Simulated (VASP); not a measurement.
# PbS (P-6m2) in VASP: further runs

PbS is run at these levels: PBEsol; tasks: single point.

Program: VASP 6.6.1. These are calculated values, not measurements. Logs are shortened: lines on timing, memory, paths and dates and some standing lists are left out, and cuts for length are marked.

### Step 1. The cell of the first run

Symmetry: P-6m2, No. 187, hexagonal system. Conventional cell: a = 4.014 Å, b = 4.014 Å, c = 3.491 Å, α = 90.00°, β = 90.00°, γ = 120.00°. Pb (site symmetry -6m2) has 6 S at 2.90 Å and 2 Pb at 3.49 Å within 3.8 Å. Within 3.8 Å of S (site symmetry -6m2) lie 6 Pb at 2.90 Å and 2 S at 3.49 Å.

### Step 2. Single point, PBEsol (strained)

INCAR reads:

```
PREC = Accurate
ENCUT = 520
EDIFF = 1E-6
ISMEAR = 0
SIGMA = 0.1
LREAL = False
LASPH = True
NELM = 100
ALGO = Normal
ISIF = 2
LWAVE = False
LCHARG = False
GGA = PS
NBANDS = 17
```

KPOINTS reads:

```
regular mesh
0
Gamma
  12 12 12
```

POSCAR reads:

```
PbS
1.0
    4.0139973825      0.0000000000      0.0000000000
   -2.0069986912      3.4762237040      0.0000000000
    0.0000000000      0.0000000000      3.4907580088
Pb S
1 1
Direct
    0.0000000000      0.0000000000      0.0000000000
    0.6666666700      0.3333333300      0.5000000000
```

Potentials or basis: VASP PAW PBE potentials, release 64 (Pb_d, S).

On the command line:

```
cat potpaw_PBE.64/Pb_d/POTCAR potpaw_PBE.64/S/POTCAR > POTCAR
mpirun -np 1 vasp_std > vasp.out
```

OUTCAR:

```text
PREC = Accurate
   ENCUT = 520
   EDIFF = 1E-6
   ISMEAR = 0
   LREAL = False
   LASPH = True
   NELM = 100
   ISIF = 2
   GGA = PS

 ion  position               nearest neighbor table
   1  0.000  0.000  0.000-   2 2.90   2 2.90   2 2.90   2 2.90   2 2.90   2 2.90
   2  0.667  0.333  0.500-   1 2.90   1 2.90   1 2.90   1 2.90   1 2.90   1 2.90

  LATTYP: Found a hexagonal cell.
 ALAT       =     4.0139973825
 C/A-ratio  =     0.8696463092

  Lattice vectors:

 A1 = (   4.0139973825,   0.0000000000,   0.0000000000)
 A2 = (  -2.0069986912,   3.4762237040,   0.0000000000)
 A3 = (   0.0000000000,   0.0000000000,   3.4907580088)

Analysis of symmetry for initial positions (statically):
=====================================================================
 Subroutine PRICEL returns:
 Original cell was already a primitive cell.

 Routine SETGRP: Setting up the symmetry group for a
 hexagonal supercell.

 Subroutine GETGRP returns: Found 12 space group operations
 (whereof 12 operations were pure point group operations)
 out of a pool of 24 trial point group operations.

The static configuration has the point symmetry D_3h.

Analysis of symmetry for dynamics (positions and initial velocities):
=====================================================================
 Subroutine PRICEL returns:
 Original cell was already a primitive cell.

 Routine SETGRP: Setting up the symmetry group for a
 hexagonal supercell.

 Subroutine GETGRP returns: Found 12 space group operations
 (whereof 12 operations were pure point group operations)
 out of a pool of 24 trial point group operations.

The dynamic configuration has the point symmetry D_3h.

 Subroutine INISYM returns: Found 12 space group operations
 (whereof 12 operations are pure point group operations),
 and found     1 'primitive' translations

----------------------------------------------------------------------------------------

                                     Primitive cell

  volume of cell :      48.7085

  direct lattice vectors                    reciprocal lattice vectors
     4.013997383  0.000000000  0.000000000     0.249128214  0.143834242  0.000000000
    -2.006998691  3.476223704  0.000000000     0.000000000  0.287668483  0.000000000
     0.000000000  0.000000000  3.490758009     0.000000000  0.000000000  0.286470731

  length of vectors
     4.013997383  4.013997383  3.490758009     0.287668483  0.287668483  0.286470731

[... 79 lines left out ...]
   NELM   =    100;   NELMIN=  2; NELMDL= -5     # of ELM steps
   EDIFF  = 0.1E-05   stopping-criterion for ELM
   LREAL  =      F    real-space projection
   EDIFFG = 0.1E-04   stopping-criterion for IOM
   NSW    =      0    number of steps for IOM
   IBRION =     -1    ionic relax: 0-MD 1-quasi-New 2-CG
   NFREE  =      0    steps in history (QN), initial steepest desc. (CG)
   ISIF   =      2    stress and relaxation
   ISYM   =      2    0-nonsym 1-usesym 2-fastsym
   POTIM  = 0.5000    time-step for ionic-motion
   TEBEG  =    0.0;   TEEND  =   0.0 temperature during run
   PSTRESS=    0.0 pullay stress
   NELECT =      20.0000    total number of electrons
   NUPDOWN=      -1.0000    fix difference up-down
   EMIN   =  10.00;   EMAX   =-10.00  energy-range for DOS
   EFERMI =   0.00;   METHOD = LEGACY
   ISMEAR =     0;   SIGMA  =   0.10  broadening in eV -4-tet -1-fermi 0-gaus
   EFERMI_NEDOS =   21; number of points for ismear=-14 and -15
   IALGO  =     38    algorithm
   IMIX   =      4    mixing-type and parameters
     AMIX     =   0.40;   BMIX     =  1.00
     AMIX_MAG =   1.60;   BMIX_MAG =  1.00
  volume/ion in A,a.u.               =      24.35       164.35
  Fermi-wavevector in a.u.,A,eV,Ry     =   1.216793  2.299405 20.144580  1.480585
  Thomas-Fermi vector in A             =   2.352135
   LORBIT       =      0    0 simple, 1 ext, 2 COOP (PROOUT), +10 PAW based schemes
   GGA     = PS    functional components
   LHFCALC =     F    Hartree Fock is set to
   AEXX    =    0.0000 exact exchange contribution
   IVDW    =     0    specifies the selected vdW correction
   LEPSILON=     F    determine dielectric tensor
   LRPA    =     F    only Hartree local field effects (RPA)
 non-spin polarized calculation
 Gauss-broadening in eV      SIGMA  =   0.10
  energy-cutoff  :      520.00
  volume of cell :       48.71
 maximum number of plane-waves:      1327
 NGX is ok and might be reduce to    30
   NGX = 15   NGY = 15   NGZ = 13

 number of electron      20.0000002 magnetization

 Free energy of the ion-electron system (eV)
  ---------------------------------------------------
  ext. energy  EPLUGINS =         0.00000000
  ---------------------------------------------------
  free energy    TOTEN  =        -9.11315501 eV

  energy without entropy =       -9.11119998  energy(sigma->0) =       -9.11217750

 E-fermi :   6.4612     XC(G=0): -10.1824

 val. band max:        6.4577297628   @ k =   0.2500   0.2500   0.5000
 cond. band min:       6.4985203415   @ k =   0.3333   0.2500   0.4167
 fundamental gap:      0.0407905787
 Fermi energy:         6.4612348382

 k-point     1 :       0.0000    0.0000    0.0000
  band No.  band energies     occupation
      1     -10.5093      2.00000
      2     -10.3743      2.00000
      3     -10.3743      2.00000
      4     -10.2641      2.00000
      5     -10.2641      2.00000
      6      -7.6808      2.00000
[... 457 lines left out ...]
      4     -10.3077      2.00000
      5     -10.2785      2.00000
      6      -6.7031      2.00000
[... 9 lines left out ...]
     16      16.5690      0.00000
     17      17.9578      0.00000

 [... further k-points ...]

------------------------ aborting loop because EDIFF is reached ----------------------------------------

  FORCE on cell =-STRESS in cart. coord.  units (eV):
  Direction    XX          YY          ZZ          XY          YZ          ZX
  --------------------------------------------------------------------------------------
  -------------------------------------------------------------------------------------
  Total        0.7782701      0.7782701      2.9828787      0.0000000      0.0000000      0.0000000
  in kB       25.5997895     25.5997895     98.1164074      0.0000000      0.0000000      0.0000000
  external PRESSURE =      49.7719955 kB  Pullay stress =       0.0000000 kB

 VOLUME and BASIS-vectors are now :
 -----------------------------------------------------------------------------
  energy-cutoff  :      520.00
  volume of cell :       48.71
      direct lattice vectors                 reciprocal lattice vectors
     4.013997383  0.000000000  0.000000000     0.249128214  0.143834242  0.000000000
    -2.006998691  3.476223704  0.000000000     0.000000000  0.287668483  0.000000000
     0.000000000  0.000000000  3.490758009     0.000000000  0.000000000  0.286470731

 POSITION                                       TOTAL-FORCE (eV/Angst)
 -----------------------------------------------------------------------------------
      0.00000      0.00000      0.00000         0.000000      0.000000      0.000000
      2.00700      1.15874      1.74538         0.000000      0.000000      0.000000
 -----------------------------------------------------------------------------------
    total drift:                               -0.000010      0.000006      0.000000

  FREE ENERGIE OF THE ION-ELECTRON SYSTEM (eV)
  ---------------------------------------------------
  free  energy   TOTEN  =        -9.1131550089 eV

  energy  without entropy=       -9.1111999814  energy(sigma->0) =       -9.11217750
```

OSZICAR:

```text
N       E                     dE             d eps       ncg     rms          rms(c)
DAV:   1     0.159268955537E+03    0.15927E+03   -0.98087E+03  4554   0.127E+03
DAV:   2     0.213909582505E+01   -0.15713E+03   -0.15157E+03  4933   0.320E+02
DAV:   3    -0.927380473859E+01   -0.11413E+02   -0.11289E+02  5851   0.907E+01
DAV:   4    -0.954742208615E+01   -0.27362E+00   -0.27333E+00  5862   0.153E+01
DAV:   5    -0.955773200193E+01   -0.10310E-01   -0.10309E-01  6656   0.284E+00    0.537E+00
DAV:   6    -0.912513329658E+01    0.43260E+00   -0.11130E+00  7234   0.869E+00    0.363E+00
DAV:   7    -0.911570117713E+01    0.94321E-02   -0.12035E-01  5884   0.186E+00    0.182E+00
DAV:   8    -0.911344945606E+01    0.22517E-02   -0.13095E-02  5709   0.114E+00    0.110E-01
DAV:   9    -0.911308768197E+01    0.36177E-03   -0.27453E-03  7332   0.431E-01    0.101E-01
DAV:  10    -0.911315057196E+01   -0.62890E-04   -0.23533E-04  5242   0.100E-01    0.451E-02
DAV:  11    -0.911315474815E+01   -0.41762E-05   -0.25853E-05  6018   0.482E-02    0.121E-02
DAV:  12    -0.911315500889E+01   -0.26074E-06   -0.20991E-06  5198   0.224E-02
   1 F= -.91131550E+01 E0= -.91121775E+01  d E =-.195503E-02
```

Run time: 2 min. Hardware: 1 thread of AMD EPYC 7R13, shared host; peak memory 0.21 GiB.

What came out:

* Free energy: -9.1132 eV
* Pressure: 5.0 GPa
* Band gap on the k mesh: zero (bands 10 and 11 overlap by 1.07 eV)

Levels at points of the mesh, in eV from the Fermi level:
| k point | band 6 | band 7 | band 8 | band 9 | band 10 | band 11 | band 12 | band 13 | band 14 | band 15 |
| --- | --- | --- | --- | --- | --- | --- | --- | --- | --- | --- |
| (0.00, 0.00, 0.00) | -14.14 | -6.14 | -2.34 | -2.34 | -2.07 | 3.06 | 3.06 | 5.14 | 6.69 | 7.64 |
| (0.50, 0.00, 0.00) | -12.76 | -9.22 | -3.53 | -1.95 | -1.07 | 2.55 | 4.73 | 5.41 | 5.94 | 10.93 |
| (0.00, 0.00, 0.50) | -12.59 | -9.38 | -1.52 | -1.52 | 0.08 | 0.41 | 3.91 | 3.91 | 7.88 | 7.88 |
| (0.50, 0.00, 0.50) | -11.73 | -7.47 | -4.89 | -4.71 | -1.82 | 1.95 | 2.33 | 2.92 | 8.25 | 11.90 |

Caveat: the cell differs from its parent crystal (strained); the stress differs along the axes, from 3 to 10 GPa; the PAW data sets were made with another functional, which shifts forces and pressure a little; spin-orbit coupling is left out, which moves the levels of the heavy elements.

(Part 1 of 2 ends here.)

The gap in the log of VASP goes by the Fermi energy; the results here count the filled bands.